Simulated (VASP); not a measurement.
# Al2Pt (Fm-3m) in VASP: further runs

The runs below take Al2Pt through single point, with PBE.

Program: VASP 6.6.1. These are calculated values, not measurements. Logs are shortened: lines on timing, memory, paths and dates and some standing lists are left out, and cuts for length are marked.

## 1. The cell of the first run

The structure is cubic, space group Fm-3m (No. 225). The conventional cell has a = 6.005 Å, b = 6.005 Å, c = 6.005 Å, α = 90.00°, β = 90.00°, γ = 90.00°. Within 3.4 Å of Al (site symmetry -43m) lie 4 Pt at 2.60 Å and 6 Al at 3.00 Å. Pt (site symmetry m-3m) has 8 Al at 2.60 Å within 3.4 Å.

## 2. Single point, PBE (volume scaled by 1.03)

INCAR

```
SYSTEM = Al2Pt
ALGO = Normal
EDIFF = 1E-7
ENCUT = 520
GGA = PE
ISIF = 2
ISMEAR = 0
LASPH = .TRUE.
LCHARG = .FALSE.
LREAL = .FALSE.
LWAVE = .FALSE.
NBANDS = 15
NELM = 100
PREC = Accurate
SIGMA = 0.1
```

KPOINTS

```
k-points
0
G
  12 12 12
  0 0 0
```

POSCAR

```
Al2Pt
1.0
    0.0000000000      3.0026436982      3.0026436982
    3.0026436982      0.0000000000      3.0026436982
    3.0026436982      3.0026436982      0.0000000000
Al Pt
2 1
Direct
    0.2500000000      0.2500000000      0.2500000000
    0.7500000000      0.7500000000      0.7500000000
    0.0000000000      0.0000000000      0.0000000000
```

Potentials or basis: VASP PAW PBE potentials, release 64 (Al, Pt).

Started as:

```sh
$ cat potpaw_PBE.64/Al/POTCAR potpaw_PBE.64/Pt/POTCAR > POTCAR
$ mpirun -np 1 vasp_std > vasp.out
```

OUTCAR:

```text
SYSTEM = Al2Pt
   EDIFF = 1E-7
   ENCUT = 520
   GGA = PE
   ISIF = 2
   ISMEAR = 0
   LASPH = .TRUE.
   LREAL = .FALSE.
   NELM = 100
   PREC = Accurate

 ion  position               nearest neighbor table
   1  0.250  0.250  0.250-   3 2.60   3 2.60   3 2.60   3 2.60   2 3.00   2 3.00   2 3.00   2 3.00
                             2 3.00   2 3.00
   2  0.750  0.750  0.750-   3 2.60   3 2.60   3 2.60   3 2.60   1 3.00   1 3.00   1 3.00   1 3.00
                             1 3.00   1 3.00
   3  0.000  0.000  0.000-   2 2.60   2 2.60   2 2.60   1 2.60   2 2.60   1 2.60   1 2.60   1 2.60

  LATTYP: Found a face centered cubic cell.
 ALAT       =     6.0052873964

  Lattice vectors:

 A1 = (   0.0000000000,   3.0026436982,   3.0026436982)
 A2 = (   3.0026436982,   0.0000000000,   3.0026436982)
 A3 = (   3.0026436982,   3.0026436982,   0.0000000000)

Analysis of symmetry for initial positions (statically):
=====================================================================
 Subroutine PRICEL returns:
 Original cell was already a primitive cell.

 Routine SETGRP: Setting up the symmetry group for a
 face centered cubic supercell.

 Subroutine GETGRP returns: Found 48 space group operations
 (whereof 48 operations were pure point group operations)
 out of a pool of 48 trial point group operations.

The static configuration has the point symmetry O_h .

Analysis of symmetry for dynamics (positions and initial velocities):
=====================================================================
 Subroutine PRICEL returns:
 Original cell was already a primitive cell.

 Routine SETGRP: Setting up the symmetry group for a
 face centered cubic supercell.

 Subroutine GETGRP returns: Found 48 space group operations
 (whereof 48 operations were pure point group operations)
 out of a pool of 48 trial point group operations.

The dynamic configuration has the point symmetry O_h .

 Subroutine INISYM returns: Found 48 space group operations
 (whereof 48 operations are pure point group operations),
 and found     1 'primitive' translations

----------------------------------------------------------------------------------------

                                     Primitive cell

  volume of cell :      54.1429

  direct lattice vectors                    reciprocal lattice vectors
     0.000000000  3.002643698  3.002643698    -0.166519924  0.166519924  0.166519924
     3.002643698  0.000000000  3.002643698     0.166519924 -0.166519924  0.166519924
     3.002643698  3.002643698  0.000000000     0.166519924  0.166519924 -0.166519924

  length of vectors
     4.246379441  4.246379441  4.246379441     0.288420969  0.288420969  0.288420969

  position of ions in fractional coordinates (direct lattice)
     0.250000000  0.250000000  0.250000000
     0.750000000  0.750000000  0.750000000
     0.000000000  0.000000000  0.000000000

  ion indices of the primitive-cell ions
   primitive index   ion index
                 1           1
                 2           2
                 3           3

----------------------------------------------------------------------------------------

 KPOINTS: k-points

Automatic generation of k-mesh.
 Grid dimensions read from file:
 generate k-points for:   12   12   12

 Generating k-lattice:

  Cartesian coordinates                     Fractional coordinates (reciprocal lattice)
    -0.013876660  0.013876660  0.013876660     0.083333333  0.000000000  0.000000000
     0.013876660 -0.013876660  0.013876660     0.000000000  0.083333333  0.000000000
     0.013876660  0.013876660 -0.013876660     0.000000000  0.000000000  0.083333333

  Length of vectors
     0.024035081  0.024035081  0.024035081

  Shift w.r.t. Gamma in fractional coordinates (k-lattice)
     0.000000000  0.000000000  0.000000000

 Subroutine IBZKPT returns following result:
 ===========================================

 Found     72 irreducible k-points:

 Following reciprocal coordinates:
            Coordinates               Weight
  0.000000  0.000000  0.000000      1.000000
  0.083333  0.000000  0.000000      8.000000
  0.166667  0.000000  0.000000      8.000000
  0.250000  0.000000  0.000000      8.000000
  0.333333  0.000000  0.000000      8.000000
  0.416667  0.000000  0.000000      8.000000
[... 16 lines left out ...]
  0.500000  0.166667  0.000000     24.000000
 -0.416667  0.166667  0.000000     24.000000
 [... further k-points ...]
   k-points           NKPTS =     72   k-points in BZ     NKDIM =     72   number of bands    NBANDS=     15
   number of dos      NEDOS =    301   number of ions     NIONS =      3
   total plane-waves  NPLWV =  32768
   dimension x,y,z NGX =    32 NGY =   32 NGZ =   32
   dimension x,y,z NGXF=    64 NGYF=   64 NGZF=   64
   ions per type =               2   1
   NGX,Y,Z   is equivalent  to a cutoff of  12.53, 12.53, 12.53 a.u.
   NGXF,Y,Z  is equivalent  to a cutoff of  25.06, 25.06, 25.06 a.u.
 SYSTEM =  Al2Pt
   PREC   = accura    normal or accurate (medium, high low for compatibility)
   ISTART =      0    job   : 0-new  1-cont  2-samecut
   ICHARG =      2    charge: 1-file 2-atom 10-const
   ISPIN  =      1    spin polarized calculation?
   LNONCOLLINEAR =      F non collinear calculations
   LSORBIT =      F    spin-orbit coupling
   LASPH  =      T    aspherical Exc in radial PAW
   ENCUT  =  520.0 eV  38.22 Ry    6.18 a.u.   7.90  7.90  7.90*2*pi/ulx,y,z
   NELM   =    100;   NELMIN=  2; NELMDL= -5     # of ELM steps
   EDIFF  = 0.1E-06   stopping-criterion for ELM
   LREAL  =      F    real-space projection
   EDIFFG = 0.1E-05   stopping-criterion for IOM
   NSW    =      0    number of steps for IOM
   IBRION =     -1    ionic relax: 0-MD 1-quasi-New 2-CG
   NFREE  =      0    steps in history (QN), initial steepest desc. (CG)
   ISIF   =      2    stress and relaxation
   ISYM   =      2    0-nonsym 1-usesym 2-fastsym
   POTIM  = 0.5000    time-step for ionic-motion
   TEBEG  =    0.0;   TEEND  =   0.0 temperature during run
   PSTRESS=    0.0 pullay stress
   NELECT =      16.0000    total number of electrons
   NUPDOWN=      -1.0000    fix difference up-down
   EMIN   =  10.00;   EMAX   =-10.00  energy-range for DOS
   EFERMI =   0.00;   METHOD = LEGACY
   ISMEAR =     0;   SIGMA  =   0.10  broadening in eV -4-tet -1-fermi 0-gaus
   EFERMI_NEDOS =   21; number of points for ismear=-14 and -15
   IALGO  =     38    algorithm
   IMIX   =      4    mixing-type and parameters
     AMIX     =   0.40;   BMIX     =  1.00
     AMIX_MAG =   1.60;   BMIX_MAG =  1.00
  volume/ion in A,a.u.               =      18.05       121.79
  Fermi-wavevector in a.u.,A,eV,Ry     =   1.090438  2.060629 16.178079  1.189055
  Thomas-Fermi vector in A             =   2.226663
   LORBIT       =      0    0 simple, 1 ext, 2 COOP (PROOUT), +10 PAW based schemes
   GGA     = PE    functional components
   LHFCALC =     F    Hartree Fock is set to
   AEXX    =    0.0000 exact exchange contribution
   IVDW    =     0    specifies the selected vdW correction
   LEPSILON=     F    determine dielectric tensor
   LRPA    =     F    only Hartree local field effects (RPA)
 non-spin polarized calculation
 Gauss-broadening in eV      SIGMA  =   0.10
  energy-cutoff  :      520.00
  volume of cell :       54.14
 maximum number of plane-waves:      1475
   NGX = 15   NGY = 15   NGZ = 15

 number of electron      16.0000001 magnetization

 Free energy of the ion-electron system (eV)
  ---------------------------------------------------
  ext. energy  EPLUGINS =         0.00000000
  ---------------------------------------------------
  free energy    TOTEN  =       -16.23643070 eV

  energy without entropy =      -16.23048691  energy(sigma->0) =      -16.23345880

 E-fermi :   7.3744     XC(G=0): -10.4927

 val. band max:        7.3299117971   @ k =  -0.3333   0.3333   0.0000
 cond. band min:       7.3910462534   @ k =   0.3333   0.2500   0.0000
 fundamental gap:      0.0611344563
 Fermi energy:         7.3744062150

 k-point     1 :       0.0000    0.0000    0.0000
  band No.  band energies     occupation
      1      -2.5491      2.00000
      2       2.5403      2.00000
      3       2.5403      2.00000
      4       2.5403      2.00000
      5       3.8424      2.00000
      6       3.8424      2.00000
      7       9.9419      0.00000
      8      11.1309      0.00000
      9      11.1309      0.00000
     10      11.1309      0.00000
     11      12.4891      0.00000
     12      12.4891      0.00000
     13      12.4891      0.00000
     14      13.5141      0.00000
     15      13.5141      0.00000

 k-point     2 :       0.0833    0.0000    0.0000
  band No.  band energies     occupation
      1      -2.4569      2.00000
      2       2.4809      2.00000
      3       2.5712      2.00000
      4       2.5712      2.00000
      5       3.8315      2.00000
      6       3.8315      2.00000
      7       9.6735      0.00000
      8      10.2931      0.00000
      9      10.8232      0.00000
     10      10.8232      0.00000
     11      12.8283      0.00000
     12      12.8283      0.00000
     13      13.2437      0.00000
     14      13.3366      0.00000
     15      13.3366      0.00000
[... 365 lines left out ...]
      3       2.7843      2.00000
      4       3.0323      2.00000
      5       3.7761      2.00000
      6       4.0114      2.00000
      7       4.0595      2.00000
      8       7.1903      1.99078
      9       7.7015      0.00000
     10      10.6348      0.00000
     11      12.9974      0.00000
     12      13.3211      0.00000
     13      13.7721      0.00000
     14      14.7094      0.00000
     15      17.1915      0.00000

 k-point    24 :      -0.4167    0.1667    0.0000
  band No.  band energies     occupation
      1       0.0124      2.00000
      2       1.4824      2.00000
      3       2.7577      2.00000
      4       3.0490      2.00000
      5       3.5785      2.00000
      6       3.9251      2.00000
      7       4.2659      2.00000
      8       6.8576      2.00000
      9       7.9985      0.00000
     10      10.7265      0.00000
     11      12.7996      0.00000
     12      13.0465      0.00000
     13      14.0656      0.00000
     14      15.8330      0.00000
     15      16.3392      0.00000

 [... further k-points ...]

------------------------ aborting loop because EDIFF is reached ----------------------------------------

  FORCE on cell =-STRESS in cart. coord.  units (eV):
  Direction    XX          YY          ZZ          XY          YZ          ZX
  --------------------------------------------------------------------------------------
  -------------------------------------------------------------------------------------
  Total       -1.2680967     -1.2680967     -1.2680967      0.0000000     -0.0000000      0.0000000
  in kB      -37.5250732    -37.5250732    -37.5250732      0.0000000     -0.0000000      0.0000000
  external PRESSURE =     -37.5250732 kB  Pullay stress =       0.0000000 kB

 VOLUME and BASIS-vectors are now :
 -----------------------------------------------------------------------------
  energy-cutoff  :      520.00
  volume of cell :       54.14
      direct lattice vectors                 reciprocal lattice vectors
     0.000000000  3.002643698  3.002643698    -0.166519924  0.166519924  0.166519924
     3.002643698  0.000000000  3.002643698     0.166519924 -0.166519924  0.166519924
     3.002643698  3.002643698  0.000000000     0.166519924  0.166519924 -0.166519924

 POSITION                                       TOTAL-FORCE (eV/Angst)
 -----------------------------------------------------------------------------------
      1.50132      1.50132      1.50132        -0.000000     -0.000000     -0.000000
      4.50397      4.50397      4.50397         0.000000      0.000000      0.000000
      0.00000      0.00000      0.00000        -0.000000      0.000000     -0.000000
 -----------------------------------------------------------------------------------
    total drift:                                0.000000     -0.000000      0.000000

  FREE ENERGIE OF THE ION-ELECTRON SYSTEM (eV)
  ---------------------------------------------------
  free  energy   TOTEN  =       -16.2364306998 eV

  energy  without entropy=      -16.2304869056  energy(sigma->0) =      -16.23345880
```

Run time: 59 s. Hardware: 1 thread of AMD EPYC 7R43 (Zen 3), shared host; peak memory 0.17 GiB.

Results:

```yaml
Free_energy: -16.2364 eV
Pressure: -3.8 GPa
Band_gap_on_the_k_mesh: zero (band 8 reaches 11.13 eV, above the bottom of band 9 at 5.83 eV)
```

Caveat: spin-orbit coupling is left out, which moves the levels of the heavy elements.

## 3. Single point, PBE (volume scaled by 1.06)

INCAR

```
  ALGO = Fast
  EDIFF = 1E-6
  ENCUT = 520
  GGA = PE
  ISIF = 2
  ISMEAR = 0
  LASPH = T
  LCHARG = F
  LREAL = F
  LWAVE = F
  NBANDS = 15
  NELM = 60
  PREC = Accurate
  SIGMA = 0.1
```

KPOINTS

```
k-points
0
Gamma
  12 12 12
```

POSCAR

```
Al2Pt
1.0
    0.0000000000      3.0315170435      3.0315170435
    3.0315170435      0.0000000000      3.0315170435
    3.0315170435      3.0315170435      0.0000000000
Al Pt
2 1
Direct
    0.2500000000      0.2500000000      0.2500000000
    0.7500000000      0.7500000000      0.7500000000
    0.0000000000      0.0000000000      0.0000000000
```

Potentials or basis: VASP PAW PBE potentials, release 64 (Al, Pt).

Started as:

```sh
$ cat potpaw_PBE.64/Al/POTCAR potpaw_PBE.64/Pt/POTCAR > POTCAR
$ mpirun -np 1 vasp_std > vasp.out
```

Wall time 68 s (1 thread of AMD EPYC 7R43 (Zen 3), shared host); peak memory 0.18 GiB.

The run converged. Its results:

```
Free energy            : -16.1845 eV
Pressure               : -6.8 GPa
Band gap on the k mesh : zero (band 8 reaches 10.79 eV, above the bottom of band 9 at 5.57 eV)
```

Levels at points of the mesh, in eV from the Fermi level:
```tsv
k point	band 6	band 7	band 8	band 9	band 10	band 11
(0.00, 0.00, 0.00)	-3.42	2.36	3.73	3.73	3.73	4.96
(0.50, 0.00, 0.00)	-3.23	-3.23	0.99	0.99	3.58	4.65
(0.50, 0.50, 0.00)	-3.21	-2.99	-1.49	-1.49	2.60	3.24
```

Caveat: spin-orbit coupling is left out, which moves the levels of the heavy elements.
